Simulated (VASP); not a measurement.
Here is a VASP 6.6.1 calculation.

Contents of POSCAR:

```
Mo
1.0
   -1.5838089700      1.5838089700      1.5838089700
    1.5838089700     -1.5838089700      1.5838089700
    1.5838089700      1.5838089700     -1.5838089700
Mo
1
Direct
    0.0000000000      0.0000000000      0.0000000000
```

INCAR.step1

```
PREC = Accurate
ENCUT = 550
ISMEAR = 0
SIGMA = 0.1
LREAL = F
LASPH = T
NELM = 200
LMAXMIX = 4
LDAU = T
LDAUTYPE = 2
LDAUL = 2
LDAUU = 4
LDAUJ = 0
NBANDS = 13
GGA = PE
ALGO = Normal
EDIFF = 1E-5
LWAVE = T
LCHARG = F
GGA_COMPAT = F
```

Contents of INCAR.step2:

```
PREC = Accurate
ENCUT = 550
EDIFF = 1E-6
ISMEAR = 0
SIGMA = 0.1
LREAL = F
LASPH = T
NELM = 200
ALGO = Normal
ISIF = 2
LWAVE = F
LCHARG = F
LMAXMIX = 4
LDAU = T
LDAUTYPE = 2
LDAUL = 2
LDAUU = 4
LDAUJ = 0
LDAUPRINT = 1
METAGGA = R2SCAN
LMIXTAU = T
IVDW = 13
VDW_S6 = 1.0
VDW_S8 = 0.6018749
VDW_A1 = 0.51559235
VDW_A2 = 5.77342911
NBANDS = 13
ISTART = 1
GGA_COMPAT = F
```

The input KPOINTS:

```
Automatic mesh
0
Gamma
  12 12 12
```

Potentials or basis: VASP PAW PBE potentials, release 64 (Mo_sv).

Command:

```console
$ cat potpaw_PBE.64/Mo_sv/POTCAR > POTCAR
$ cp INCAR.step1 INCAR
$ mpirun -np 1 vasp_std > vasp.out
$ cp INCAR.step2 INCAR
$ mpirun -np 1 vasp_std > vasp.out
```

**Question.** What does it give for the pressure?

**Answer.** 4.5 GPa.

**Question.** Predict the dispersion energy per atom.

**Answer.** -0.197 eV.

**Question.** Estimate the band gap on the k mesh.

**Answer.** Zero (bands 7 and 8 overlap by 5.44 eV).

Eigenvalues of the final occupation matrices:
```tsv
site	spin	trace	eigenvalues
site 1 d	1	1.91	0.25 0.25 0.47 0.47 0.47
site 1 d	2	1.91	0.25 0.25 0.47 0.47 0.47
```

Caveat: the cell stands under pressure; the PAW data sets were made with another functional, which shifts forces and pressure a little; U without spin polarisation on a metal has little footing; the U is typed as a test and isn't derived for this compound.
